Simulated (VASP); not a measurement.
Runs of VASP 6.6.1 on C. The structure is that of space group Fd-3m (No. 227), or close to it. The cells are those of the table. 

```csv
task,cell,cutoff (eV),smearing,gap on the mesh (eV),pressure (GPa),largest force (eV/Å)
single point,"a = 2.546 Å, angles 59.1°, 2 atoms",600,gaussian 0.02 eV,3.99,(a),0.01
single point,"a = 2.542 Å, angles 58.9°, 2 atoms",600,gaussian 0.02 eV,(b),-3.5,0.01
relaxation of the atoms,"atoms relaxed from a = 2.542 Å, angles 58.9°, 2 atoms",520,gaussian 0.02 eV,3.99,-2.9,-
single point,"a = 2.567 Å, angles 60.2°, 2 atoms",600,gaussian 0.02 eV,3.90,-27.1,-
relaxation of the atoms,"atoms relaxed from a = 2.546 Å, angles 59.1°, 2 atoms",520,gaussian 0.02 eV,3.99,-6.4,-
relaxation of the atoms,"atoms relaxed from a = 2.567 Å, angles 60.2°, 2 atoms",520,gaussian 0.02 eV,3.90,-26.6,-
single point,"a = 2.546 Å, angles 59.1°, 2 atoms",600,gaussian 0.01 eV,3.99,-7.1,0.01
```

Alike in all rows: level PBEsol; potentials or basis VASP PAW PBE potentials, release 64 (C); no spin polarisation; k mesh 9 × 9 × 9.

Task: Estimate the missing entries.

Result: (a) -7.6; (b) 4.00.

Caveats: the PAW data sets were made with another functional, which shifts forces and pressure a little; an odd mesh through Γ misses points on the zone boundary, where band edges can lie; the cell stands under tension (at least some runs).
